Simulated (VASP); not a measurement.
Set up this calculation in VASP 6.6.1, as the native input.

* Task: single point
* Functional: r2SCAN
* Potentials or basis: VASP PAW PBE potentials, release 64 (K_sv, Sr_sv, Br)
* Cutoff: 520 eV
* k mesh: 4 × 4 × 4
* Occupations: gaussian, width 0.01 eV
* Spin: no spin polarisation
* Dipole correction: no
* Further INCAR settings: ALGO = Normal; EDIFF = 1e-06; NBANDS = 28

Crystal: KSrBr3.

```
K Sr Br
1.0
     5.99684    0.00000    0.00000
     0.00000    5.99684    0.00000
     0.00000    0.00000    5.99684
K Sr Br
1 1 3
Direct
  0.00000 0.00000 0.00000
  0.50000 0.50000 0.50000
  0.50000 0.50000 0.00000
  0.50000 0.00000 0.50000
  0.00000 0.50000 0.50000
```

This cell differs from its parent crystal: volume changed by +3%.

These files were run (other wordings do the same):

POSCAR

```
KSrBr3
1.0
    5.9968422955      0.0000000000      0.0000000000
    0.0000000000      5.9968422955      0.0000000000
    0.0000000000      0.0000000000      5.9968422955
K Sr Br
1 1 3
Direct
    0.0000000000      0.0000000000      0.0000000000
    0.5000000000      0.5000000000      0.5000000000
    0.5000000000      0.5000000000      0.0000000000
    0.5000000000      0.0000000000      0.5000000000
    0.0000000000      0.5000000000      0.5000000000
```

INCAR.step1

```
SYSTEM = KSrBr3
PREC     = Accurate       ! precision mode
ENCUT    = 520            ! plane-wave cutoff, eV
ISMEAR   = 0              ! smearing method
SIGMA    = 0.01           ! smearing width, eV
LREAL    = .FALSE.        ! projectors in reciprocal space
LASPH    = .TRUE.         ! aspherical terms in the spheres
NELM     = 60             ! most SCF steps
NBANDS   = 28             ! bands
GGA      = PE             ! functional
ALGO     = Normal         ! electronic algorithm
EDIFF    = 1E-4           ! SCF threshold, eV
LWAVE    = .TRUE.         ! write WAVECAR
LCHARG   = .FALSE.        ! write CHGCAR
```

INCAR.step2

```
SYSTEM = KSrBr3
PREC     = Accurate       ! precision mode
ENCUT    = 520            ! plane-wave cutoff, eV
EDIFF    = 1E-6           ! SCF threshold, eV
ISMEAR   = 0              ! smearing method
SIGMA    = 0.01           ! smearing width, eV
LREAL    = .FALSE.        ! projectors in reciprocal space
LASPH    = .TRUE.         ! aspherical terms in the spheres
NELM     = 60             ! most SCF steps
ALGO     = Normal         ! electronic algorithm
ISIF     = 2              ! what is computed and relaxed
LWAVE    = .FALSE.        ! write WAVECAR
LCHARG   = .TRUE.         ! write CHGCAR
METAGGA  = R2SCAN         ! meta-GGA
LMIXTAU  = .TRUE.       
LELF     = .TRUE.         ! ELF
LVHAR    = .TRUE.       
NBANDS   = 28             ! bands
ISTART   = 1
```

KPOINTS

```
regular mesh
0
G
  4 4 4
  0 0 0
```

Potentials or basis: VASP PAW PBE potentials, release 64 (K_sv, Sr_sv, Br).

Command:

```sh
$ cat potpaw_PBE.64/K_sv/POTCAR potpaw_PBE.64/Sr_sv/POTCAR potpaw_PBE.64/Br/POTCAR > POTCAR
$ cp INCAR.step1 INCAR
$ mpirun -np 1 vasp_std > vasp.out
$ cp INCAR.step2 INCAR
$ mpirun -np 1 vasp_std > vasp.out
```

Results of the run:

```json
{"Pressure": "-0.5 GPa", "Band gap on the k mesh": "4.40 eV, indirect (least direct gap 4.65 eV)"}
```

Caveat: the PAW data sets were made with another functional, which shifts forces and pressure a little.

It took 6.6 min on 1 thread of Intel Xeon 8259CL, on a shared host, peak memory 0.39 GiB.
